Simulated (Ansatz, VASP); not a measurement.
O: VASP beside Ansatz

File INCAR:

```
PREC     = Accurate       # precision mode
ENCUT    = 520            # plane-wave cutoff, eV
EDIFF    = 1E-6           # SCF threshold, eV
ISMEAR   = -1             # smearing method
SIGMA    = 0.02           # smearing width, eV
LREAL    = F              # projectors in reciprocal space
LASPH    = T              # aspherical terms in the spheres
NELM     = 80             # most SCF steps
ALGO     = Normal         # electronic algorithm
ISIF     = 2              # what is computed and relaxed
LWAVE    = F              # write WAVECAR
LCHARG   = F              # write CHGCAR
GGA      = PE             # functional
NBANDS   = 20             # bands
```

File KPOINTS:

```
regular mesh
0
Gamma
  8 6 10
```

The input POSCAR:

```
O
1.0
    4.0422516979      0.0000000000     -0.0511314365
    0.0000000000      4.0261634352      0.0000000000
   -1.0645949049      0.0000000000      2.7914438287
O
4
Direct
    0.3398634903      0.6842025460      0.6702336468
    0.6601365097      0.6842025460      0.8297663532
    0.6601365097      0.3157974540      0.3297663532
    0.3398634903      0.3157974540      0.1702336468
```

Input for Ansatz:

```yaml
crystal:
  lattice:
    - [4.0422516979, 0.0, -0.0511314365]
    - [0.0, 4.0261634352, 0.0]
    - [-1.0645949049, 0.0, 2.7914438287]
  atoms:
    - { symbol: O, position: [0.3398634903, 0.684202546, 0.6702336468] }
    - { symbol: O, position: [0.6601365097, 0.684202546, 0.8297663532] }
    - { symbol: O, position: [0.6601365097, 0.315797454, 0.3297663532] }
    - { symbol: O, position: [0.3398634903, 0.315797454, 0.1702336468] }
kpoints:
  mp_grid: { grid: [8, 6, 10] }
  band_path:
    path:
      - [0.0, 0.0, 0.0]
      - [0.0, 0.5, 0.0]
      - [0.0, 0.5, 0.5]
      - [0.0, 0.0, 0.5]
      - [-0.5, 0.0, 0.5]
      - [-0.5, 0.5, 0.5]
      - [-0.5, 0.5, 0.0]
      - [-0.5, 0.0, 0.0]
    npoints: 1
hamiltonian:
  xc: pbe
scf:
  occupations: { method: fermi_dirac, width: 0.02 }
  n_extra_bands: 5
output:
  forces: true
  stress: true
  eigenvalues: true
  write_density: true
  write_potential: true
  elf: true
  volumetric_format: npy
```

Alike in both runs: task single point; functional PBE; k mesh 8 × 6 × 10; occupations fermi-dirac, width 0.02 eV; no spin polarisation.

|  | VASP | Ansatz |
| --- | --- | --- |
| version | VASP 6.6.1 | Ansatz 0.2.0 |
| potentials or method | VASP PAW PBE potentials, release 64 (O) | plane waves, PAW |
| plane-wave cutoff (eV) | 520 | 420 |
| valence electrons in the cell | 24 | 24 |

```csv
,VASP,Ansatz,Ansatz less VASP
gap on the k mesh at the Fermi level (eV),0.91,0.91,+0.001
pressure (GPa),9.5,6.0,-3.53
"traceless stress, the component that is largest in VASP (GPa)",8.84,2.72,-6.121
rms of the force components (eV/Å),1.170,0.385,-0.7850
```

Atom by atom the forces differ by 0.786 eV/Å (rms over components).

Noted on VASP's run: the standard files for N, O and F lose accuracy on very short bonds; spin is off for a triplet molecule.
